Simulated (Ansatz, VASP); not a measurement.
## Two plane-wave programs on BaTe

```
Ba Te
1.0
     4.89537   -0.08567    0.00000
    -2.52188    4.28235    0.00000
     0.00000    0.00000    8.58407
Ba Te
2 2
Cartesian
  0.0000 0.0000 0.0000
  0.0000 0.0000 4.2920
  -0.0864 2.8254 2.1460
  2.4598 1.3713 6.4381
```

Change from the starting cell: shear_xy strain -3.5%.

Alike in both runs: task single point; functional PBE; k mesh 6 × 6 × 4; occupations fermi-dirac, width 0.02 eV; no spin polarisation.

```csv
,VASP,Ansatz
version,VASP 6.6.1,Ansatz 0.2.0
potentials or method,"VASP PAW PBE potentials, release 64 (Ba_sv, Te)","plane waves, PAW"
plane-wave cutoff (eV),520,420
valence electrons in the cell,32,52
```

VASP gave:

- gap on the k mesh at the Fermi level (eV): 1.60
- pressure (GPa): 0.4
- traceless stress, the component that is largest in VASP (GPa): 0.40

Problem. Estimate Ansatz's values.

Solution. gap on the k mesh at the Fermi level (eV): 1.68; pressure (GPa): 0.1; traceless stress, the component that is largest in VASP (GPa): 0.39.

With one functional, cell and mesh, what is left measures potentials, basis and numerics. VASP's potentials hold 32 valence electrons a cell and Ansatz's 52, so a difference there can come from the potentials and not from the codes.

Spin-orbit coupling is off throughout.
